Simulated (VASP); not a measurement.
# GaN (P1) in VASP: single point with PBE

Aim: the single point of GaN with PBE.

Everything below comes from runs of VASP 6.6.1. Logs are shortened: lines on timing, memory, paths and dates and some standing lists are left out, and cuts for length are marked.

## Step 1: The cell of the first run

The typed cell holds 4 atoms: a = 3.089 Å, b = 3.081 Å, c = 5.042 Å, α = 90.10°, β = 90.06°, γ = 60.34°.

## Step 2: Single point, PBE

Input file POSCAR:

```
GaN
1.0
    1.5545130000      2.6694480000     -0.0016450000
   -1.5467100000      2.6649430000     -0.0025740000
    0.0015080000     -0.0039570000      5.0415080000
Ga N
2 2
Direct
    0.3469870000      0.3272360000      0.9838770000
    0.6961640000      0.6385000000      0.5019940000
    0.3573710000      0.2942680000      0.3937040000
    0.6320520000      0.7110760000      0.9309340000
```

Input file INCAR.step1:

```
SYSTEM = GaN
  PREC = Accurate
  ENCUT = 520
  EDIFF = 1E-7
  ISMEAR = -1
  SIGMA = 0.1
  LREAL = .False.
  LASPH = .True.
  NELM = 60
  ALGO = Normal
  ISIF = 2
  LWAVE = .False.
  LCHARG = .True.
  GGA = PE
  NBANDS = 26
```

Input file KPOINTS.step1:

```
Automatic mesh
0
Gamma
  7 7 4
  0 0.5 0
```

Input file INCAR.step2:

```
SYSTEM = GaN
  PREC = Accurate
  ENCUT = 520
  EDIFF = 1E-7
  ISMEAR = -5
  SIGMA = 0.1
  LREAL = .False.
  LASPH = .True.
  NELM = 60
  ALGO = Normal
  ISIF = 2
  LWAVE = .False.
  LCHARG = .False.
  GGA = PE
  LORBIT = 11
  NEDOS = 1001
  ICHARG = 11
```

Input file KPOINTS.step2:

```
regular mesh
0
Gamma
  11 11 6
  0 0 0
```

Potentials or basis: VASP PAW PBE potentials, release 64 (Ga_d, N).

Run with:

```
$ cat potpaw_PBE.64/Ga_d/POTCAR potpaw_PBE.64/N/POTCAR > POTCAR
$ cp INCAR.step1 INCAR
$ cp KPOINTS.step1 KPOINTS
$ mpirun -np 1 vasp_std > vasp.out
$ cp INCAR.step2 INCAR
$ cp KPOINTS.step2 KPOINTS
$ mpirun -np 1 vasp_std > vasp.out
```

OUTCAR:

```text
SYSTEM = GaN
   PREC = Accurate
   ENCUT = 520
   EDIFF = 1E-7
   ISMEAR = -5
   LREAL = .False.
   LASPH = .True.
   NELM = 60
   ISIF = 2
   GGA = PE
   LORBIT = 11
   ICHARG = 11

 ion  position               nearest neighbor table
   1  0.347  0.327  0.984-   4 1.67   4 1.81   4 1.94   3 2.07
   2  0.696  0.639  0.502-   3 1.84   3 1.86   3 1.90   4 2.17
   3  0.357  0.294  0.394-   2 1.84   2 1.86   2 1.90   1 2.07
   4  0.632  0.711  0.931-   1 1.67   1 1.81   1 1.94   2 2.17

  LATTYP: Found a triclinic cell.
 ALAT       =     3.0812724065
 B/A-ratio  =     1.0025365522
 C/A-ratio  =     1.6361778880
 COS(alpha) =     0.0010602563
 COS(beta)  =     0.0016643504
 COS(gamma) =     0.4947878477

  Lattice vectors:

 A1 = (  -1.5467100000,   2.6649430000,  -0.0025740000)
 A2 = (   1.5545130000,   2.6694480000,  -0.0016450000)
 A3 = (  -0.0015080000,   0.0039570000,  -5.0415080000)

Analysis of symmetry for initial positions (statically):
=====================================================================
 Subroutine PRICEL returns:
 Original cell was already a primitive cell.

 Routine SETGRP: Setting up the symmetry group for a
 triclinic supercell.

 Subroutine GETGRP returns: Found  1 space group operations
 (whereof  1 operations were pure point group operations)
 out of a pool of  2 trial point group operations.

The static configuration has the point symmetry C_1 .

Analysis of symmetry for dynamics (positions and initial velocities):
=====================================================================
 Subroutine PRICEL returns:
 Original cell was already a primitive cell.

 Routine SETGRP: Setting up the symmetry group for a
 triclinic supercell.

 Subroutine GETGRP returns: Found  1 space group operations
 (whereof  1 operations were pure point group operations)
 out of a pool of  2 trial point group operations.

The dynamic configuration has the point symmetry C_1 .

 Subroutine INISYM returns: Found  1 space group operations
 (whereof  1 operations are pure point group operations),
 and found     1 'primitive' translations

----------------------------------------------------------------------------------------

                                     Primitive cell

  volume of cell :      41.7011
[... 94 lines left out ...]
   NELM   =     60;   NELMIN=  2; NELMDL=  0     # of ELM steps
   EDIFF  = 0.1E-06   stopping-criterion for ELM
   LREAL  =      F    real-space projection
   EDIFFG = 0.1E-05   stopping-criterion for IOM
   NSW    =      0    number of steps for IOM
   IBRION =     -1    ionic relax: 0-MD 1-quasi-New 2-CG
   NFREE  =      0    steps in history (QN), initial steepest desc. (CG)
   ISIF   =      2    stress and relaxation
   ISYM   =      2    0-nonsym 1-usesym 2-fastsym
   POTIM  = 0.5000    time-step for ionic-motion
   TEBEG  =    0.0;   TEEND  =   0.0 temperature during run
   PSTRESS=    0.0 pullay stress
   NELECT =      36.0000    total number of electrons
   NUPDOWN=      -1.0000    fix difference up-down
   EMIN   =  10.00;   EMAX   =-10.00  energy-range for DOS
   EFERMI =   0.00;   METHOD = LEGACY
   ISMEAR =    -5;   SIGMA  =   0.10  broadening in eV -4-tet -1-fermi 0-gaus
   EFERMI_NEDOS =   21; number of points for ismear=-14 and -15
   IALGO  =     38    algorithm
   IMIX   =      4    mixing-type and parameters
     AMIX     =   0.40;   BMIX     =  1.00
     AMIX_MAG =   1.60;   BMIX_MAG =  1.00
  volume/ion in A,a.u.               =      10.43        70.35
  Fermi-wavevector in a.u.,A,eV,Ry     =   1.558810  2.945725 33.060660  2.429890
  Thomas-Fermi vector in A             =   2.662260
   LORBIT       =     11    0 simple, 1 ext, 2 COOP (PROOUT), +10 PAW based schemes
   GGA     = PE    functional components
   LHFCALC =     F    Hartree Fock is set to
   AEXX    =    0.0000 exact exchange contribution
   IVDW    =     0    specifies the selected vdW correction
   LEPSILON=     F    determine dielectric tensor
   LRPA    =     F    only Hartree local field effects (RPA)
 non-spin polarized calculation
 Fermi weights with tetrahedron method with Bloechl corrections
  energy-cutoff  :      520.00
  volume of cell :       41.70
 maximum number of plane-waves:      1135

 number of electron      35.9999998 magnetization

 Free energy of the ion-electron system (eV)
  ---------------------------------------------------
  ext. energy  EPLUGINS =         0.00000000
  ---------------------------------------------------
  free energy    TOTEN  =       -22.84486764 eV

  energy without entropy =      -22.84486764  energy(sigma->0) =      -22.84486764

 E-fermi :   6.5549     XC(G=0): -12.1676

 val. band max:        6.5379907917   @ k =   0.0000   0.0000   0.0000
 cond. band min:       8.7933782663   @ k =   0.0000   0.0000   0.0000
 fundamental gap:      2.2553874745
 Fermi energy:         6.5548558180

 k-point     1 :       0.0000    0.0000    0.0000
  band No.  band energies     occupation
      1     -10.7514      2.00000
      2      -9.4130      2.00000
      3      -7.4726      2.00000
      4      -7.3701      2.00000
      5      -7.1944      2.00000
      6      -7.1591      2.00000
[... 589 lines left out ...]
     21      13.5956      0.00000
     22      15.2118      0.00000

 [... further k-points ...]
[... 5 lines left out ...]
  --------------------------------------------------------------------------------------
  -------------------------------------------------------------------------------------
  Total       12.5799634     10.7422609      3.2230317     -4.5172527      0.1056769     -0.9180933
  in kB      483.3290349    412.7235059    123.8306312   -173.5553042      4.0601632    -35.2736435
  external PRESSURE =     339.9610573 kB  Pullay stress =       0.0000000 kB

 VOLUME and BASIS-vectors are now :
 -----------------------------------------------------------------------------
  energy-cutoff  :      520.00
  volume of cell :       41.70
      direct lattice vectors                 reciprocal lattice vectors
     1.554513000  2.669448000 -0.001645000     0.322181783  0.186991585  0.000050397
    -1.546710000  2.664943000 -0.002574000    -0.322726510  0.187935092  0.000244040
     0.001508000 -0.003957000  5.041508000    -0.000059647  0.000156966  0.198353491

 POSITION                                       TOTAL-FORCE (eV/Angst)
 -----------------------------------------------------------------------------------
      0.03474      1.79444      4.95881        -4.404825      1.260011      2.666233
      0.09538      3.55795      2.52802        -0.026140     -0.610178      0.622388
      0.10098      1.73663      1.98352        -0.497871      0.771192      0.065250
     -0.11589      3.57852      4.69044         4.928836     -1.421025     -3.353871
 -----------------------------------------------------------------------------------
    total drift:                               -0.001098      0.000209      0.002555

  FREE ENERGIE OF THE ION-ELECTRON SYSTEM (eV)
  ---------------------------------------------------
  free  energy   TOTEN  =       -22.8448676394 eV

  energy  without entropy=      -22.8448676394  energy(sigma->0) =      -22.84486764

 total charge

# of ion       s       p       d       tot
------------------------------------------
    1        0.842   1.100  10.307  12.250
    2        0.816   0.970  10.218  12.004
    3        1.232   2.578   0.000   3.809
    4        1.234   2.638   0.000   3.872
--------------------------------------------------
tot          4.124   7.286  20.525  31.935
```

OUTCAR.step1:

```text
SYSTEM = GaN
   PREC = Accurate
   ENCUT = 520
   EDIFF = 1E-7
   ISMEAR = -1
   LREAL = .False.
   LASPH = .True.
[... 928 lines left out ...]
      0.09538      3.55795      2.52802        -0.025099     -0.614271      0.634631
      0.10098      1.73663      1.98352        -0.501832      0.776092      0.051225
     -0.11589      3.57852      4.69044         4.951989     -1.423621     -3.362579
 -----------------------------------------------------------------------------------
    total drift:                                0.000007      0.000602      0.000413

  FREE ENERGIE OF THE ION-ELECTRON SYSTEM (eV)
  ---------------------------------------------------
  free  energy   TOTEN  =       -22.8432691505 eV

  energy  without entropy=      -22.8432689626  energy(sigma->0) =      -22.84326906
```

OSZICAR.step1:

```text
N       E                     dE             d eps       ncg     rms          rms(c)
DAV:   1     0.279766443957E+03    0.27977E+03   -0.17590E+04  5702   0.265E+03
DAV:   2     0.761478102488E+01   -0.27215E+03   -0.25645E+03  5508   0.492E+02
DAV:   3    -0.264073643586E+02   -0.34022E+02   -0.33565E+02  6130   0.144E+02
DAV:   4    -0.274704101945E+02   -0.10630E+01   -0.10592E+01  5898   0.273E+01
DAV:   5    -0.274937378409E+02   -0.23328E-01   -0.23305E-01  6266   0.397E+00    0.118E+01
DAV:   6    -0.227438256084E+02    0.47499E+01   -0.11233E+01  8554   0.587E+01    0.321E+00
DAV:   7    -0.228652999033E+02   -0.12147E+00   -0.18631E+00  5468   0.121E+01    0.289E+00
DAV:   8    -0.228538524937E+02    0.11447E-01   -0.17538E-01  7026   0.779E+00    0.619E-01
DAV:   9    -0.228426503146E+02    0.11202E-01   -0.49779E-02  8544   0.560E+00    0.344E-01
DAV:  10    -0.228431069554E+02   -0.45664E-03   -0.54108E-03  5476   0.627E-01    0.173E-01
DAV:  11    -0.228432671366E+02   -0.16018E-03   -0.25709E-04  6916   0.417E-01    0.243E-02
DAV:  12    -0.228432659120E+02    0.12246E-05   -0.15587E-04  7920   0.166E-01    0.836E-03
DAV:  13    -0.228432685491E+02   -0.26371E-05   -0.20522E-05  5524   0.586E-02    0.876E-03
DAV:  14    -0.228432691000E+02   -0.55089E-06   -0.20438E-06  5582   0.115E-02    0.229E-03
DAV:  15    -0.228432691505E+02   -0.50471E-07   -0.46401E-07  5624   0.150E-02
   1 F= -.22843269E+02 E0= -.22843269E+02  d E =-.187861E-06
```

Run time: 4.7 min. Hardware: 1 thread of AMD EPYC 7R13 (Zen 3), shared host; peak memory 0.35 GiB.

What came out:

| Item | Value |
| --- | --- |
| Valence electrons inside the program's atomic spheres | Ga 12.25, 12.00; N 3.81, 3.87 |

Levels at points of the mesh, in eV from the valence-band top:
```csv
k point,band 16,band 17,band 18,band 19,band 20,band 21
"(0.00, 0.00, 0.00)",-0.37,-0.21,0.00,2.26,4.54,9.11
"(0.00, 0.00, 0.50)",-0.69,-0.60,-0.43,4.48,4.72,7.50
```
